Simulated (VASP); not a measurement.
Runs of VASP 6.6.1 on NaF. The structure is that of space group I-4m2 (No. 119), or close to it. The cells are those of the table. 

```csv
level,cell,smearing,gap on the mesh (eV),pressure (GPa)
PBE,"a = 3.580, b = 3.509, c = 3.509 Å, angles 61.3, 59.3, 59.3°, 2 atoms",fermi-dirac 0.02 eV,5.73,3.8
PBE,"a = 3.617, b = 3.617, c = 3.472 Å, angles 61.3, 61.3, 57.4°, 2 atoms",fermi-dirac 0.02 eV,5.61,2.3
r2SCAN,"a = 3.580, b = 3.509, c = 3.509 Å, angles 61.3, 59.3, 59.3°, 2 atoms",gaussian 0.01 eV,(b),1.3
r2SCAN,"a = 3.617, b = 3.617, c = 3.472 Å, angles 61.3, 61.3, 57.4°, 2 atoms",gaussian 0.01 eV,6.27,(a)
```

Alike in all rows: task single point; potentials or basis VASP PAW PBE potentials, release 64 (Na_pv, F); no spin polarisation; k mesh 8 × 8 × 8; cutoff (eV) 520.

Problem. Fill in the values left out.

Solution. (a) 0.0; (b) 6.39.

Caveats: the PAW data sets were made with another functional, which shifts forces and pressure a little (some runs).

A k mesh can miss the band edges.
